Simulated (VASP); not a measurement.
## Sb: single point with LDA

Crystal: Sb.

```xyz
2
Lattice="0.0000 2.8731 2.8731 2.8731 0.0000 2.8731 2.8731 2.8731 0.0000" Properties=species:S:1:pos:R:3 pbc="T T T"
Sb   -0.7183   -0.7183   -0.7183
Sb    0.7183    0.7183    0.7183
```

This cell differs from its parent crystal: volume scaled by 0.6.

| Property | Result |
| --- | --- |
| Program | VASP 6.6.1 |
| Task | single point |
| Functional | LDA |
| Potentials or basis | VASP PAW LDA potentials, release 64 (Sb) |
| Cutoff | 520 eV |
| k mesh | 10 × 10 × 10 |
| Occupations | fermi-dirac, width 0.1 eV |
| Spin | no spin polarisation |

The pressure is 55.5 GPa. The band gap on the k mesh is zero (band 5 reaches 12.04 eV, above the bottom of band 6 at 9.24 eV).

Levels at points of the mesh, in eV from the Fermi level:
```tsv
k point	band 1	band 2	band 3	band 4	band 5	band 6	band 7	band 8	band 9	band 10
(0.00, 0.00, 0.00)	-16.22	-2.76	-2.76	-2.76	-1.85	-0.12	-0.12	-0.12	3.60	6.56
(0.50, 0.00, 0.00)	-14.02	-10.68	-4.39	-4.39	-2.04	1.23	1.23	3.98	7.81	7.81
(0.50, 0.50, 0.00)	-12.07	-12.07	-6.17	-6.17	-1.66	-1.66	7.21	7.21	9.14	9.14
```

Run time: 33 s on 1 thread of AMD EPYC 7R13, on a shared host, peak memory 0.13 GiB.

Caveat: spin-orbit coupling is left out, which moves the levels of the heavy elements.
